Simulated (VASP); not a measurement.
V:

```
CELL_PARAMETERS angstrom
-1.47999 1.47999 1.47999
1.47999 -1.47999 1.47999
1.47999 1.47999 -1.47999
ATOMIC_POSITIONS crystal
V 0.00000 0.00000 0.00000
```

Base run:

```yaml
Program: VASP 6.6.1
Functional: LDA
Potentials_or_basis: VASP PAW LDA potentials, release 64 (V_sv)
Cutoff: 500 eV
k_mesh: 14 × 14 × 14
Occupations: fermi-dirac, width 0.05 eV
Spin: no spin polarisation
```

Its results: band gap on the k mesh zero (an odd number of electrons rules out a gap without spin polarisation); pressure -6.3 GPa.

Task: The run is repeated on the same cell with these changes: functional from LDA to PBE; potentials or basis from VASP PAW LDA potentials, release 64 (V_sv) to VASP PAW PBE potentials, release 64 (V_sv). What comes out?

Result: Band gap on the k mesh zero (an odd number of electrons rules out a gap without spin polarisation); pressure 7.5 GPa.

Caveats: the cell stands under tension (at least some runs); the cell stands under pressure (at least some runs).
